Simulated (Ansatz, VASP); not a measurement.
## Two plane-wave programs on Ta5C

```xyz
6
Lattice="5.1882 0.0000 0.0000 -2.5941 4.4931 0.0000 0.0000 0.0000 5.1141" Properties=species:S:1:pos:R:3 pbc="T T T"
Ta    2.5941    1.4977    0.0000
Ta    2.5941    0.0000    2.5571
Ta    1.2970    2.2465    2.5571
Ta   -1.2970    2.2465    2.5571
Ta    0.0000    2.9954    0.0000
C     0.0000    0.0000    0.0000
```

Change from the starting cell: species swapped into the SrAg5 type (P6/mmm, No. 191).

Alike in both runs: functional PBE; k mesh 12 × 12 × 8; occupations gaussian, width 0.1 eV; no spin polarisation.

Ansatz relaxed the structure, and its values are those at the end. VASP's run is a single point on that final structure, the one shown.

|  | VASP | Ansatz |
| --- | --- | --- |
| version | VASP 6.6.1 | Ansatz 0.2.0 |
| potentials or method | VASP PAW PBE potentials, release 64 (Ta_pv, C), cutoff 520 eV | scalar-relativistic, plane waves, PAW |
| valence electrons in the cell | 59 | 69 |

|  | VASP | Ansatz | Ansatz less VASP |
| --- | --- | --- | --- |
| gap on the k mesh at the Fermi level (eV) | none | none | - |
| pressure (GPa) | 0.1 | 0.0 | -0.13 |

A gap of «none» marks a metal or a gap that the smearing closes. VASP's potentials hold 59 valence electrons a cell and Ansatz's 69, so a difference there can come from the potentials and not from the codes.

Neither program's run includes spin-orbit coupling.
